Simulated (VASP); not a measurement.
# Cs2AgBiBr6 (Fm-3m) in VASP: single point with PBE

Aim: the single point of Cs2AgBiBr6 with PBE.

All numbers are computed with VASP 6.6.1; they aren't measurements. Logs are shortened: lines on timing, memory, paths and dates and some standing lists are left out, and cuts for length are marked.

### 1 The cell of the first run

It takes space group Fm-3m (No. 225, cubic). Conventional cell: a = 11.251 Å, b = 11.251 Å, c = 11.251 Å, α = 90.00°, β = 90.00°, γ = 90.00°. Within 3.7 Å of Bi (site symmetry m-3m) lie 6 Br at 2.82 Å. Ag (site symmetry m-3m) has 6 Br at 2.81 Å within 3.7 Å. Within 5.2 Å of Cs (site symmetry -43m) lie 12 Br at 3.98 Å and 4 Bi at 4.87 Å and 4 Ag at 4.87 Å. Within 3.7 Å of Br (site symmetry 4mm) lie 1 Ag at 2.81 Å and 1 Bi at 2.82 Å.

### 2 Single point, PBE

File POSCAR:

```
Cs2AgBiBr6
1.0
    0.0000000000      5.6254240000      5.6254240000
    5.6254240000      0.0000000000      5.6254240000
    5.6254240000      5.6254240000      0.0000000000
Bi Ag Cs Br
1 1 2 6
Direct
    0.0000000000      0.0000000000      0.0000000000
    0.5000000000      0.5000000000      0.5000000000
    0.2500000000      0.2500000000      0.2500000000
    0.7500000000      0.7500000000      0.7500000000
    0.2505500000      0.7494500000      0.2505500000
    0.2505500000      0.7494500000      0.7494500000
    0.7494500000      0.2505500000      0.7494500000
    0.7494500000      0.2505500000      0.2505500000
    0.2505500000      0.2505500000      0.7494500000
    0.7494500000      0.7494500000      0.2505500000
```

File INCAR.step1:

```
ALGO = Normal ; EDIFF = 1E-7
ENCUT = 520 ; GGA = PE
ISIF = 2 ; ISMEAR = -1
LASPH = True ; LCHARG = True
LMAXMIX = 4 ; LREAL = False
LWAVE = False ; NBANDS = 54
NELM = 80 ; PREC = Accurate
SIGMA = 0.1
```

File KPOINTS.step1:

```
k-points
0
Gamma
  4 4 4
```

File INCAR.step2:

```
ALGO = Normal ; EDIFF = 1E-7
ENCUT = 520 ; GGA = PE
ICHARG = 11 ; ISIF = 2
ISMEAR = -5 ; LASPH = True
LCHARG = False ; LMAXMIX = 4
LORBIT = 11 ; LREAL = False
LWAVE = False ; NBANDS = 54
NEDOS = 2001 ; NELM = 80
PREC = Accurate ; SIGMA = 0.1
```

File KPOINTS.step2:

```
k-points
0
Gamma
  6 6 6
```

Potentials or basis: VASP PAW PBE potentials, release 64 (Bi_d, Ag, Cs_sv, Br).

Run with:

```console
cat potpaw_PBE.64/Bi_d/POTCAR potpaw_PBE.64/Ag/POTCAR potpaw_PBE.64/Cs_sv/POTCAR potpaw_PBE.64/Br/POTCAR > POTCAR
cp INCAR.step1 INCAR
cp KPOINTS.step1 KPOINTS
mpirun -np 1 vasp_std > vasp.out
cp INCAR.step2 INCAR
cp KPOINTS.step2 KPOINTS
mpirun -np 1 vasp_std > vasp.out
```

OUTCAR:

```text
EDIFF = 1E-7
   ENCUT = 520
   GGA = PE
   ICHARG = 11
   ISIF = 2
   ISMEAR = -5
   LASPH = True
   LORBIT = 11
   LREAL = False
   NELM = 80
   PREC = Accurate

 ion  position               nearest neighbor table
   1  0.000  0.000  0.000-   5 2.82   6 2.82   7 2.82   8 2.82   9 2.82  10 2.82
   2  0.500  0.500  0.500-   5 2.81   6 2.81   7 2.81   8 2.81   9 2.81  10 2.81
   3  0.250  0.250  0.250-
   4  0.750  0.750  0.750-
   5  0.251  0.749  0.251-   2 2.81   1 2.82
   6  0.251  0.749  0.749-   2 2.81   1 2.82
   7  0.749  0.251  0.749-   2 2.81   1 2.82
   8  0.749  0.251  0.251-   2 2.81   1 2.82
   9  0.251  0.251  0.749-   2 2.81   1 2.82
  10  0.749  0.749  0.251-   2 2.81   1 2.82

  LATTYP: Found a face centered cubic cell.
 ALAT       =    11.2508480000

  Lattice vectors:

 A1 = (   0.0000000000,   5.6254240000,   5.6254240000)
 A2 = (   5.6254240000,   0.0000000000,   5.6254240000)
 A3 = (   5.6254240000,   5.6254240000,   0.0000000000)

Analysis of symmetry for initial positions (statically):
=====================================================================
 Subroutine PRICEL returns:
 Original cell was already a primitive cell.

 Routine SETGRP: Setting up the symmetry group for a
 face centered cubic supercell.

 Subroutine GETGRP returns: Found 48 space group operations
 (whereof 48 operations were pure point group operations)
 out of a pool of 48 trial point group operations.

The static configuration has the point symmetry O_h .

Analysis of symmetry for dynamics (positions and initial velocities):
=====================================================================
 Subroutine PRICEL returns:
 Original cell was already a primitive cell.

 Routine SETGRP: Setting up the symmetry group for a
 face centered cubic supercell.

 Subroutine GETGRP returns: Found 48 space group operations
 (whereof 48 operations were pure point group operations)
 out of a pool of 48 trial point group operations.

The dynamic configuration has the point symmetry O_h .

 Subroutine INISYM returns: Found 48 space group operations
 (whereof 48 operations are pure point group operations),
 and found     1 'primitive' translations

----------------------------------------------------------------------------------------

                                     Primitive cell

  volume of cell :     356.0375

  direct lattice vectors                    reciprocal lattice vectors
     0.000000000  5.625424000  5.625424000    -0.088882189  0.088882189  0.088882189
     5.625424000  0.000000000  5.625424000     0.088882189 -0.088882189  0.088882189
     5.625424000  5.625424000  0.000000000     0.088882189  0.088882189 -0.088882189

  length of vectors
     7.955550915  7.955550915  7.955550915     0.153948467  0.153948467  0.153948467

  position of ions in fractional coordinates (direct lattice)
     0.000000000  0.000000000  0.000000000
     0.500000000  0.500000000  0.500000000
     0.250000000  0.250000000  0.250000000
     0.750000000  0.750000000  0.750000000
     0.250550000  0.749450000  0.250550000
     0.250550000  0.749450000  0.749450000
     0.749450000  0.250550000  0.749450000
     0.749450000  0.250550000  0.250550000
     0.250550000  0.250550000  0.749450000
     0.749450000  0.749450000  0.250550000

  ion indices of the primitive-cell ions
   primitive index   ion index
                 1           1
                 2           2
                 3           3
                 4           4
                 5           5
                 6           6
                 7           7
                 8           8
                 9           9
                10          10

----------------------------------------------------------------------------------------

 KPOINTS: k-points

Automatic generation of k-mesh.
 Grid dimensions read from file:
 generate k-points for:    6    6    6

 Generating k-lattice:

  Cartesian coordinates                     Fractional coordinates (reciprocal lattice)
    -0.014813698  0.014813698  0.014813698     0.166666667  0.000000000  0.000000000
     0.014813698 -0.014813698  0.014813698     0.000000000  0.166666667  0.000000000
     0.014813698  0.014813698 -0.014813698     0.000000000  0.000000000  0.166666667

  Length of vectors
     0.025658078  0.025658078  0.025658078

  Shift w.r.t. Gamma in fractional coordinates (k-lattice)
     0.000000000  0.000000000  0.000000000

 TETIRR: Found     35 inequivalent tetrahedra from     1296

 Subroutine IBZKPT returns following result:
 ===========================================

 Found     16 irreducible k-points:

 Following reciprocal coordinates:
            Coordinates               Weight
  0.000000  0.000000  0.000000      1.000000
  0.166667  0.000000  0.000000      8.000000
  0.333333  0.000000  0.000000      8.000000
  0.500000  0.000000  0.000000      4.000000
  0.166667  0.166667  0.000000      6.000000
  0.333333  0.166667  0.000000     24.000000
[... 8 lines left out ...]
 -0.333333  0.333333  0.166667     24.000000
 -0.333333  0.500000  0.166667     12.000000
   k-points           NKPTS =     16   k-points in BZ     NKDIM =     16   number of bands    NBANDS=     54
   number of dos      NEDOS =   2001   number of ions     NIONS =     10
   total plane-waves  NPLWV = 216000
   dimension x,y,z NGX =    60 NGY =   60 NGZ =   60
   dimension x,y,z NGXF=   120 NGYF=  120 NGZF=  120
   ions per type =               1   1   2   6
   NGX,Y,Z   is equivalent  to a cutoff of  12.54, 12.54, 12.54 a.u.
   NGXF,Y,Z  is equivalent  to a cutoff of  25.08, 25.08, 25.08 a.u.
 SYSTEM =  unknown system
   PREC   = accura    normal or accurate (medium, high low for compatibility)
   ISTART =      0    job   : 0-new  1-cont  2-samecut
   ICHARG =     11    charge: 1-file 2-atom 10-const
   ISPIN  =      1    spin polarized calculation?
   LNONCOLLINEAR =      F non collinear calculations
   LSORBIT =      F    spin-orbit coupling
   LASPH  =      T    aspherical Exc in radial PAW
   ENCUT  =  520.0 eV  38.22 Ry    6.18 a.u.  14.79 14.79 14.79*2*pi/ulx,y,z
   NELM   =     80;   NELMIN=  2; NELMDL=  0     # of ELM steps
   EDIFF  = 0.1E-06   stopping-criterion for ELM
   LREAL  =      F    real-space projection
   EDIFFG = 0.1E-05   stopping-criterion for IOM
   NSW    =      0    number of steps for IOM
   IBRION =     -1    ionic relax: 0-MD 1-quasi-New 2-CG
   NFREE  =      0    steps in history (QN), initial steepest desc. (CG)
   ISIF   =      2    stress and relaxation
   ISYM   =      2    0-nonsym 1-usesym 2-fastsym
   POTIM  = 0.5000    time-step for ionic-motion
   TEBEG  =    0.0;   TEEND  =   0.0 temperature during run
   PSTRESS=    0.0 pullay stress
   NELECT =      86.0000    total number of electrons
   NUPDOWN=      -1.0000    fix difference up-down
   EMIN   =  10.00;   EMAX   =-10.00  energy-range for DOS
   EFERMI =   0.00;   METHOD = LEGACY
   ISMEAR =    -5;   SIGMA  =   0.10  broadening in eV -4-tet -1-fermi 0-gaus
   EFERMI_NEDOS =   21; number of points for ismear=-14 and -15
   IALGO  =     38    algorithm
   IMIX   =      4    mixing-type and parameters
     AMIX     =   0.40;   BMIX     =  1.00
     AMIX_MAG =   1.60;   BMIX_MAG =  1.00
  volume/ion in A,a.u.               =      35.60       240.27
  Fermi-wavevector in a.u.,A,eV,Ry     =   1.019551  1.926672 14.143048  1.039485
  Thomas-Fermi vector in A             =   2.153071
   LORBIT       =     11    0 simple, 1 ext, 2 COOP (PROOUT), +10 PAW based schemes
   GGA     = PE    functional components
   LHFCALC =     F    Hartree Fock is set to
   AEXX    =    0.0000 exact exchange contribution
   IVDW    =     0    specifies the selected vdW correction
   LEPSILON=     F    determine dielectric tensor
   LRPA    =     F    only Hartree local field effects (RPA)
 non-spin polarized calculation
 Fermi weights with tetrahedron method with Bloechl corrections
  energy-cutoff  :      520.00
  volume of cell :      356.04
 maximum number of plane-waves:      9608

 number of electron      86.0000013 magnetization

 Free energy of the ion-electron system (eV)
  ---------------------------------------------------
  ext. energy  EPLUGINS =         0.00000000
  ---------------------------------------------------
  free energy    TOTEN  =       -29.49841246 eV

  energy without entropy =      -29.49841246  energy(sigma->0) =      -29.49841246

 E-fermi :   1.3939     XC(G=0):  -8.1433

 val. band max:        1.3881831638   @ k =   0.5000   0.5000   0.0000
 cond. band min:       2.6630168975   @ k =   0.5000   0.0000   0.0000
 fundamental gap:      1.2748337337
 Fermi energy:         1.3939268725

 k-point     1 :       0.0000    0.0000    0.0000
  band No.  band energies     occupation
      1     -21.7109      2.00000
      2     -21.7109      2.00000
      3     -21.6707      2.00000
      4     -21.6707      2.00000
      5     -21.6707      2.00000
      6     -19.4017      2.00000
[... 46 lines left out ...]
     53       6.7854      0.00000
     54       6.7856      0.00000

 k-point     2 :       0.1667    0.0000    0.0000
  band No.  band energies     occupation
      1     -21.7109      2.00000
      2     -21.7109      2.00000
      3     -21.6707      2.00000
      4     -21.6707      2.00000
      5     -21.6707      2.00000
      6     -19.4012      2.00000
[... 46 lines left out ...]
     53       6.9280      0.00000
     54       6.9354      0.00000

 k-point     3 :       0.3333    0.0000    0.0000
  band No.  band energies     occupation
      1     -21.7110      2.00000
      2     -21.7110      2.00000
      3     -21.6707      2.00000
      4     -21.6707      2.00000
      5     -21.6707      2.00000
      6     -19.3999      2.00000
[... 46 lines left out ...]
     53       7.2001      0.00000
     54       7.3862      0.00000
[... 628 lines left out ...]
 k-point    15 :      -0.3333    0.3333    0.1667
  band No.  band energies     occupation
      1     -21.7110      2.00000
      2     -21.7110      2.00000
      3     -21.6707      2.00000
      4     -21.6707      2.00000
      5     -21.6707      2.00000
      6     -19.3981      2.00000
[... 46 lines left out ...]
     53       7.4265      0.00000
     54       7.8280      0.00000

 k-point    16 :      -0.3333    0.5000    0.1667
  band No.  band energies     occupation
      1     -21.7110      2.00000
      2     -21.7109      2.00000
      3     -21.6707      2.00000
      4     -21.6707      2.00000
      5     -21.6707      2.00000
      6     -19.3986      2.00000
[... 46 lines left out ...]
     53       7.5341      0.00000
     54       7.5586      0.00000

------------------------ aborting loop because EDIFF is reached ----------------------------------------

  FORCE on cell =-STRESS in cart. coord.  units (eV):
  Direction    XX          YY          ZZ          XY          YZ          ZX
  --------------------------------------------------------------------------------------
  -------------------------------------------------------------------------------------
  Total        3.7735536      3.7735536      3.7735536      0.0000000      0.0000000      0.0000000
  in kB       16.9810805     16.9810805     16.9810805      0.0000000      0.0000000      0.0000000
  external PRESSURE =      16.9810805 kB  Pullay stress =       0.0000000 kB

 VOLUME and BASIS-vectors are now :
 -----------------------------------------------------------------------------
  energy-cutoff  :      520.00
  volume of cell :      356.04
      direct lattice vectors                 reciprocal lattice vectors
     0.000000000  5.625424000  5.625424000    -0.088882189  0.088882189  0.088882189
     5.625424000  0.000000000  5.625424000     0.088882189 -0.088882189  0.088882189
     5.625424000  5.625424000  0.000000000     0.088882189  0.088882189 -0.088882189

 POSITION                                       TOTAL-FORCE (eV/Angst)
 -----------------------------------------------------------------------------------
      0.00000      0.00000      0.00000        -0.000000      0.000000      0.000000
      5.62542      5.62542      5.62542        -0.000000      0.000000     -0.000000
      2.81271      2.81271      2.81271        -0.000000      0.000000      0.000000
      8.43814      8.43814      8.43814        -0.000000      0.000000      0.000000
      5.62542      2.81890      5.62542        -0.000000      0.277529      0.000000
      8.43195      5.62542      5.62542        -0.277529      0.000000      0.000000
      5.62542      8.43195      5.62542        -0.000000     -0.277529      0.000000
      2.81890      5.62542      5.62542         0.277529      0.000000      0.000000
      5.62542      5.62542      2.81890        -0.000000      0.000000      0.277529
      5.62542      5.62542      8.43195        -0.000000      0.000000     -0.277529
 -----------------------------------------------------------------------------------
    total drift:                               -0.000000      0.000000      0.000000

  FREE ENERGIE OF THE ION-ELECTRON SYSTEM (eV)
  ---------------------------------------------------
  free  energy   TOTEN  =       -29.4984124601 eV

  energy  without entropy=      -29.4984124601  energy(sigma->0) =      -29.49841246

 total charge

# of ion       s       p       d       tot
------------------------------------------
    1        1.653   0.953   9.988  12.594
    2        0.239   0.172   9.321   9.732
    3        1.831   4.711   0.017   6.559
    4        1.831   4.711   0.017   6.559
    5        1.613   3.248   0.013   4.873
    6        1.613   3.248   0.013   4.873
    7        1.613   3.248   0.013   4.873
    8        1.613   3.248   0.013   4.873
    9        1.613   3.248   0.013   4.873
   10        1.613   3.248   0.013   4.873
--------------------------------------------------
tot         15.228  30.034  19.420  64.682
```

It took 12 min on 1 thread of Intel Xeon Platinum 8488C (Sapphire Rapids), shared host; peak memory 0.64 GiB.

What came out:

```
Valence electrons inside the program's atomic spheres : Bi 12.59; Ag 9.73; Cs 6.56; Br 4.87
```

Levels at points of the mesh, in eV from the valence-band top:
| k point | band 40 | band 41 | band 42 | band 43 | band 44 | band 45 | band 46 | band 47 |
| --- | --- | --- | --- | --- | --- | --- | --- | --- |
| (0.00, 0.00, 0.00) | -1.22 | -1.22 | -0.69 | -0.69 | 2.32 | 2.32 | 2.32 | 3.61 |
| (0.50, 0.00, 0.00) | -1.52 | -1.38 | -1.26 | -1.26 | 1.27 | 3.71 | 3.71 | 4.93 |
| (0.50, 0.50, 0.00) | -1.56 | -1.24 | -0.69 | 0.00 | 2.82 | 2.82 | 3.19 | 4.34 |

Caveat: spin-orbit coupling is left out, which moves the levels of the heavy elements.
